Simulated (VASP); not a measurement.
# Si4Cl: single point with PBE

Si4Cl:

```xyz
5
Lattice="-2.9099 2.9099 2.9099 2.9099 -2.9099 2.9099 2.9099 2.9099 -2.9099" Properties=species:S:1:pos:R:3 pbc="T T T"
Si    1.4550    1.4550   -1.4550
Si   -1.4550    1.4550    1.4550
Si    1.4550   -1.4550    1.4550
Si    1.4550    1.4550    1.4550
Cl    0.0000    0.0000    0.0000
```

```json
{"Program": "VASP 6.6.1", "Task": "single point", "Functional": "PBE", "Potentials or basis": "VASP PAW PBE potentials, release 64 (Si, Cl)", "Cutoff": "520 eV", "k mesh": "4 × 4 × 4", "Occupations": "gaussian, width 0.1 eV", "Spin": "no spin polarisation"}
```

```
Pressure : 0.4 GPa
```

Levels at points of the mesh, in eV from the Fermi level:
```tsv
k point	band 9	band 10	band 11	band 12	band 13	band 14
(0.00, 0.00, 0.00)	-2.26	-2.26	-2.26	1.76	1.76	1.76
(0.50, 0.00, 0.00)	-2.26	-1.91	-0.70	0.10	0.35	0.55
(0.50, 0.50, 0.50)	-3.42	-1.60	-1.16	-1.16	-1.16	-1.03
```

Wall time 10 s on 1 thread of AMD EPYC 9R45 96-Core Processor (Zen 5) (shared host), peak memory 0.19 GiB.

Caveat: the k points lie up to 0.38 Å⁻¹ apart; an odd number of electrons without spin polarisation forces a metal; a magnetic or distorted state may lie lower.
